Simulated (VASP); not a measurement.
# As3F (I4/mmm) in VASP: further runs

As3F is run at these levels: PBE; tasks: single point, relaxation of cell and atoms.

Everything below comes from runs of VASP 6.6.1. Logs are shortened: lines on timing, memory, paths and dates and some standing lists are left out, and cuts for length are marked.

## (1) The cell of the first run

It takes space group I4/mmm (No. 139, tetragonal). Conventional cell: a = 4.034 Å, b = 4.034 Å, c = 9.011 Å, α = 90.00°, β = 90.00°, γ = 90.00°. As (site symmetry 4/mmm) has 4 F at 2.85 Å and 8 As at 3.02 Å within 3.8 Å. As (site symmetry -4m2) has 8 As at 2.85 to 3.02 Å and 4 F at 3.02 Å within 3.8 Å. F (site symmetry 4/mmm) has 12 As at 2.85 to 3.02 Å within 3.8 Å.

## (2) Single point, PBE

Input file INCAR:

```
  ALGO = Normal
  EDIFF = 1E-7
  ENCUT = 520
  GGA = PE
  ISIF = 2
  ISMEAR = 0
  LASPH = T
  LCHARG = F
  LREAL = F
  LWAVE = F
  NBANDS = 19
  NELM = 100
  PREC = Accurate
  SIGMA = 0.1
```

Input file KPOINTS:

```
k-points
0
Gamma
  6 6 6
```

Input file POSCAR:

```
As3F
1.0
   -2.0170025377      2.0170025377      4.5055121621
    2.0170025377     -2.0170025377      4.5055121621
    2.0170025377      2.0170025377     -4.5055121621
As F
3 1
Direct
    0.5000000000      0.5000000000      0.0000000000
    0.2500000000      0.7500000000      0.5000000000
    0.7500000000      0.2500000000      0.5000000000
    0.0000000000      0.0000000000      0.0000000000
```

Potentials or basis: VASP PAW PBE potentials, release 64 (As, F).

Command:

```
cat potpaw_PBE.64/As/POTCAR potpaw_PBE.64/F/POTCAR > POTCAR
mpirun -np 1 vasp_std > vasp.out
```

OUTCAR:

```text
EDIFF = 1E-7
   ENCUT = 520
   GGA = PE
   ISIF = 2
   ISMEAR = 0
   LASPH = T
   LREAL = F
   NELM = 100
   PREC = Accurate

 ion  position               nearest neighbor table
   1  0.500  0.500  0.000-
   2  0.250  0.750  0.500-   3 2.85   3 2.85   3 2.85   3 2.85
   3  0.750  0.250  0.500-   2 2.85   2 2.85   2 2.85   2 2.85
   4  0.000  0.000  0.000-

  LATTYP: Found a body centered tetragonal cell.
 ALAT       =     4.0340050754
 C/A-ratio  =     2.2337662337

  Lattice vectors:

 A1 = (  -2.0170025377,   2.0170025377,   4.5055121621)
 A2 = (   2.0170025377,  -2.0170025377,   4.5055121621)
 A3 = (   2.0170025377,   2.0170025377,  -4.5055121621)

Analysis of symmetry for initial positions (statically):
=====================================================================
 Subroutine PRICEL returns:
 Original cell was already a primitive cell.

 Routine SETGRP: Setting up the symmetry group for a
 body centered tetragonal supercell.

 Subroutine GETGRP returns: Found 16 space group operations
 (whereof 16 operations were pure point group operations)
 out of a pool of 16 trial point group operations.

The static configuration has the point symmetry D_4h.

Analysis of symmetry for dynamics (positions and initial velocities):
=====================================================================
 Subroutine PRICEL returns:
 Original cell was already a primitive cell.

 Routine SETGRP: Setting up the symmetry group for a
 body centered tetragonal supercell.

 Subroutine GETGRP returns: Found 16 space group operations
 (whereof 16 operations were pure point group operations)
 out of a pool of 16 trial point group operations.

The dynamic configuration has the point symmetry D_4h.

 Subroutine INISYM returns: Found 16 space group operations
 (whereof 16 operations are pure point group operations),
 and found     1 'primitive' translations

----------------------------------------------------------------------------------------

                                     Primitive cell

  volume of cell :      73.3191

  direct lattice vectors                    reciprocal lattice vectors
    -2.017002538  2.017002538  4.505512162     0.000000000  0.247892598  0.110975175
     2.017002538 -2.017002538  4.505512162     0.247892598  0.000000000  0.110975175
     2.017002538  2.017002538 -4.505512162     0.247892598  0.247892598  0.000000000

  length of vectors
     5.332563953  5.332563953  5.332563953     0.271599392  0.271599392  0.350573075

  position of ions in fractional coordinates (direct lattice)
     0.500000000  0.500000000  0.000000000
     0.250000000  0.750000000  0.500000000
     0.750000000  0.250000000  0.500000000
     0.000000000  0.000000000  0.000000000

  ion indices of the primitive-cell ions
   primitive index   ion index
                 1           1
                 2           2
                 3           3
                 4           4

----------------------------------------------------------------------------------------

 KPOINTS: k-points

Automatic generation of k-mesh.
 Grid dimensions read from file:
 generate k-points for:    6    6    6

 Generating k-lattice:

  Cartesian coordinates                     Fractional coordinates (reciprocal lattice)
     0.000000000  0.041315433  0.018495862     0.166666667  0.000000000  0.000000000
     0.041315433  0.000000000  0.018495862     0.000000000  0.166666667  0.000000000
     0.041315433  0.041315433  0.000000000     0.000000000  0.000000000  0.166666667

  Length of vectors
     0.045266565  0.045266565  0.058428846

  Shift w.r.t. Gamma in fractional coordinates (k-lattice)
     0.000000000  0.000000000  0.000000000

 Subroutine IBZKPT returns following result:
 ===========================================

 Found     30 irreducible k-points:

 Following reciprocal coordinates:
            Coordinates               Weight
  0.000000  0.000000  0.000000      1.000000
  0.166667  0.000000  0.000000      8.000000
  0.333333  0.000000 -0.000000      8.000000
  0.500000  0.000000  0.000000      4.000000
  0.166667  0.166667 -0.000000      8.000000
  0.333333  0.166667 -0.000000     16.000000
[... 16 lines left out ...]
 -0.333333 -0.333333  0.166667      8.000000
 -0.166667 -0.333333  0.166667      8.000000
 [... further k-points ...]
   k-points           NKPTS =     30   k-points in BZ     NKDIM =     30   number of bands    NBANDS=     19
   number of dos      NEDOS =    301   number of ions     NIONS =      4
   total plane-waves  NPLWV =  64000
   dimension x,y,z NGX =    40 NGY =   40 NGZ =   40
   dimension x,y,z NGXF=    80 NGYF=   80 NGZF=   80
   ions per type =               3   1
   NGX,Y,Z   is equivalent  to a cutoff of  12.47, 12.47, 12.47 a.u.
   NGXF,Y,Z  is equivalent  to a cutoff of  24.94, 24.94, 24.94 a.u.
 SYSTEM =  unknown system
   PREC   = accura    normal or accurate (medium, high low for compatibility)
   ISTART =      0    job   : 0-new  1-cont  2-samecut
   ICHARG =      2    charge: 1-file 2-atom 10-const
   ISPIN  =      1    spin polarized calculation?
   LNONCOLLINEAR =      F non collinear calculations
   LSORBIT =      F    spin-orbit coupling
   LASPH  =      T    aspherical Exc in radial PAW
   ENCUT  =  520.0 eV  38.22 Ry    6.18 a.u.   9.92  9.92  9.92*2*pi/ulx,y,z
   NELM   =    100;   NELMIN=  2; NELMDL= -5     # of ELM steps
   EDIFF  = 0.1E-06   stopping-criterion for ELM
   LREAL  =      F    real-space projection
   EDIFFG = 0.1E-05   stopping-criterion for IOM
   NSW    =      0    number of steps for IOM
   IBRION =     -1    ionic relax: 0-MD 1-quasi-New 2-CG
   NFREE  =      0    steps in history (QN), initial steepest desc. (CG)
   ISIF   =      2    stress and relaxation
   ISYM   =      2    0-nonsym 1-usesym 2-fastsym
   POTIM  = 0.5000    time-step for ionic-motion
   TEBEG  =    0.0;   TEEND  =   0.0 temperature during run
   PSTRESS=    0.0 pullay stress
   NELECT =      22.0000    total number of electrons
   NUPDOWN=      -1.0000    fix difference up-down
   EMIN   =  10.00;   EMAX   =-10.00  energy-range for DOS
   EFERMI =   0.00;   METHOD = LEGACY
   ISMEAR =     0;   SIGMA  =   0.10  broadening in eV -4-tet -1-fermi 0-gaus
   EFERMI_NEDOS =   21; number of points for ismear=-14 and -15
   IALGO  =     38    algorithm
   IMIX   =      4    mixing-type and parameters
     AMIX     =   0.40;   BMIX     =  1.00
     AMIX_MAG =   1.60;   BMIX_MAG =  1.00
  volume/ion in A,a.u.               =      18.33       123.70
  Fermi-wavevector in a.u.,A,eV,Ry     =   1.095999  2.071137 16.343497  1.201213
  Thomas-Fermi vector in A             =   2.232333
   LORBIT       =      0    0 simple, 1 ext, 2 COOP (PROOUT), +10 PAW based schemes
   GGA     = PE    functional components
   LHFCALC =     F    Hartree Fock is set to
   AEXX    =    0.0000 exact exchange contribution
   IVDW    =     0    specifies the selected vdW correction
   LEPSILON=     F    determine dielectric tensor
   LRPA    =     F    only Hartree local field effects (RPA)
 non-spin polarized calculation
 Gauss-broadening in eV      SIGMA  =   0.10
  energy-cutoff  :      520.00
  volume of cell :       73.32
 maximum number of plane-waves:      1993
   NGX = 19   NGY = 19   NGZ = 19

 number of electron      21.9999995 magnetization

 Free energy of the ion-electron system (eV)
  ---------------------------------------------------
  ext. energy  EPLUGINS =         0.00000000
  ---------------------------------------------------
  free energy    TOTEN  =       -16.06504670 eV

  energy without entropy =      -16.05695224  energy(sigma->0) =      -16.06099947

 E-fermi :   4.3930     XC(G=0): -10.2345

 val. band max:        4.3640055882   @ k =  -0.1667  -0.3333   0.1667
 cond. band min:       4.4026764558   @ k =  -0.1667   0.3333   0.1667
 fundamental gap:      0.0386708677
 Fermi energy:         4.3929903854

 k-point     1 :       0.0000    0.0000    0.0000
  band No.  band energies     occupation
      1     -16.9913      2.00000
      2      -9.2580      2.00000
      3      -4.5200      2.00000
      4      -3.1651      2.00000
      5      -0.9107      2.00000
      6       0.8692      2.00000
[... 11 lines left out ...]
     18      12.6785      0.00000
     19      12.8509      0.00000

 k-point     2 :       0.1667    0.0000    0.0000
  band No.  band energies     occupation
      1     -16.9807      2.00000
      2      -9.0454      2.00000
      3      -4.7637      2.00000
      4      -3.8563      2.00000
      5      -0.4899      2.00000
      6       0.7859      2.00000
[... 11 lines left out ...]
     18      12.4731      0.00000
     19      14.1720      0.00000

 k-point     3 :       0.3333    0.0000   -0.0000
  band No.  band energies     occupation
      1     -16.9599      2.00000
      2      -8.4188      2.00000
      3      -5.6819      2.00000
      4      -4.7510      2.00000
      5       0.2428      2.00000
      6       0.8977      2.00000
[... 11 lines left out ...]
     18      13.8515      0.00000
     19      14.1904      0.00000

 k-point     4 :       0.5000    0.0000    0.0000
  band No.  band energies     occupation
      1     -16.9491      2.00000
      2      -7.7248      2.00000
      3      -6.6872      2.00000
      4      -4.9377      2.00000
      5       0.5355      2.00000
      6       0.9611      2.00000
[... 407 lines left out ...]
     18      13.1396      0.00000
     19      13.2215      0.00000

 k-point    23 :      -0.3333   -0.3333    0.1667
  band No.  band energies     occupation
      1     -16.9635      2.00000
      2      -8.4495      2.00000
      3      -6.1327      2.00000
      4      -4.4137      2.00000
      5       0.0513      2.00000
      6       0.7133      2.00000
[... 11 lines left out ...]
     18      12.6931      0.00000
     19      13.4177      0.00000

 k-point    24 :      -0.1667   -0.3333    0.1667
  band No.  band energies     occupation
      1     -16.9743      2.00000
      2      -8.8220      2.00000
      3      -5.7086      2.00000
      4      -3.9216      2.00000
      5       0.3651      2.00000
      6       0.5108      2.00000
[... 11 lines left out ...]
     18      13.0273      0.00000
     19      13.1884      0.00000

 [... further k-points ...]

------------------------ aborting loop because EDIFF is reached ----------------------------------------

  FORCE on cell =-STRESS in cart. coord.  units (eV):
  Direction    XX          YY          ZZ          XY          YZ          ZX
  --------------------------------------------------------------------------------------
  -------------------------------------------------------------------------------------
  Total       -2.7359827     -2.7359827     -4.0289770      0.0000000     -0.0000000     -0.0000000
  in kB      -59.7870164    -59.7870164    -88.0416797      0.0000000     -0.0000000     -0.0000000
  external PRESSURE =     -69.2052375 kB  Pullay stress =       0.0000000 kB

 VOLUME and BASIS-vectors are now :
 -----------------------------------------------------------------------------
  energy-cutoff  :      520.00
  volume of cell :       73.32
      direct lattice vectors                 reciprocal lattice vectors
    -2.017002538  2.017002538  4.505512162     0.000000000  0.247892598  0.110975175
     2.017002538 -2.017002538  4.505512162     0.247892598  0.000000000  0.110975175
     2.017002538  2.017002538 -4.505512162     0.247892598  0.247892598  0.000000000

 POSITION                                       TOTAL-FORCE (eV/Angst)
 -----------------------------------------------------------------------------------
      0.00000      0.00000      4.50551         0.000000     -0.000000     -0.000000
      2.01700      0.00000      2.25276         0.000000     -0.000000      0.000000
      0.00000      2.01700      2.25276        -0.000000      0.000000     -0.000000
      0.00000      0.00000      0.00000         0.000000     -0.000000     -0.000000
 -----------------------------------------------------------------------------------
    total drift:                               -0.000000     -0.000000      0.000000

  FREE ENERGIE OF THE ION-ELECTRON SYSTEM (eV)
  ---------------------------------------------------
  free  energy   TOTEN  =       -16.0650467014 eV

  energy  without entropy=      -16.0569522380  energy(sigma->0) =      -16.06099947
```

It took 1.7 min on 1 thread of Oxide Virtual Turin-like, shared host; peak memory 0.21 GiB.

Results:

| Property | Result |
| --- | --- |
| Free energy | -16.0650 eV |
| Pressure | -6.9 GPa |
| Band gap on the k mesh | zero (bands 11 and 12 overlap by 1.88 eV) |

Caveat: the cell stands under tension.

## (3) Relaxation of cell and atoms, PBE

Input file INCAR:

```
SYSTEM = As3F
PREC = Accurate
ENCUT = 600
EDIFF = 1E-6
ISMEAR = 0
SIGMA = 0.1
LREAL = .FALSE.
LASPH = .TRUE.
NELM = 100
ALGO = Normal
ISIF = 3
LWAVE = .FALSE.
LCHARG = .FALSE.
GGA = PE
IBRION = 2
NSW = 90
EDIFFG = -0.04
```

Input file KPOINTS:

```
regular mesh
0
G
  6 6 6
  0 0 0
```

POSCAR is that of step 2.

Potentials or basis: VASP PAW PBE potentials, release 64 (As, F).

Command:

```
cat potpaw_PBE.64/As/POTCAR potpaw_PBE.64/F/POTCAR > POTCAR
mpirun -np 1 vasp_std > vasp.out
```

Wall time 28 min (1 thread of Oxide Virtual Turin-like, shared host); peak memory 0.33 GiB.

The run converged. Its results:

- Free energy: -16.3980 eV
- Relaxed volume: 16.46 Å³/atom
- Relaxed cell: a = 4.587 Å, b = 4.587 Å, c = 4.587 Å, α = 122.15°, β = 122.15°, γ = 86.31°
- Space group after relaxing (to 0.1 Å): I4/mmm (No. 139)
- Energy gained by relaxing: 82.8 meV/atom
- Ionic steps: 24
- Pressure after relaxing: 0.4 GPa
- Band gap on the k mesh: zero (bands 11 and 12 overlap by 3.84 eV)

The path:
```
step  energy change (eV)  largest force (eV/Å)  pressure (GPa)  volume (Å³)
   1              0.0000                0.0000           -6.94        73.32
   2             -0.1761                0.0000            1.48        65.20
   3             -0.1794                0.0000            0.32        66.06
   4             -0.1909                0.0000            0.27        66.07
   5             -0.2149                0.0000            0.47        66.04
   6             -0.2422                0.0000            0.97        65.69
   7             -0.3028                0.0000            3.56        63.80
   8              1.6136                0.0000           35.48        54.65
   9             -0.3018                0.0000            3.81        63.61
  10             -0.2926                0.0000            4.40        63.21
  11             -0.2994                0.0000            3.84        63.52
  12             -0.3144                0.0000            2.39        64.42
  13             -0.3228                0.0000           -0.03        66.15
  14             -0.3240                0.0000            0.82        65.53
  15             -0.3244                0.0000            0.56        65.73
  16             -0.3244                0.0000            0.46        65.78
  17             -0.3247                0.0000            0.45        65.79
  18             -0.3252                0.0000            0.45        65.81
  19             -0.3259                0.0000            0.41        65.84
  20             -0.3277                0.0000            0.38        65.88
  21             -0.3292                0.0000            0.58        65.82
  22             -0.3306                0.0000            0.34        65.87
  23             -0.3311                0.0000            0.39        65.85
  24             -0.3312                0.0000            0.36        65.86
```

Final structure:
```
As F
1.0
    -2.21824    2.21824    3.34600
     2.21824   -2.21824    3.34600
     2.21824    2.21824   -3.34600
As F
3 1
Direct
  0.50000 0.50000 0.00000
  0.25000 0.75000 0.50000
  0.75000 0.25000 0.50000
  0.00000 0.00000 0.00000
```

Levels at points of the mesh, in eV from the Fermi level:
```tsv
k point	band 8	band 9	band 10	band 11	band 12	band 13	band 14	band 15
(0.00, 0.00, 0.00)	-3.08	-3.00	-3.00	-2.40	-2.22	-2.22	3.52	3.94
(0.50, 0.00, 0.00)	-3.93	-3.53	-1.95	-0.59	-0.38	1.83	2.98	3.64
(0.50, 0.50, 0.00)	-2.90	-2.43	-1.91	1.08	1.51	2.32	3.30	3.98
(0.50, 0.50, 0.50)	-2.58	-2.58	-1.16	1.62	1.95	1.95	2.49	3.83
```
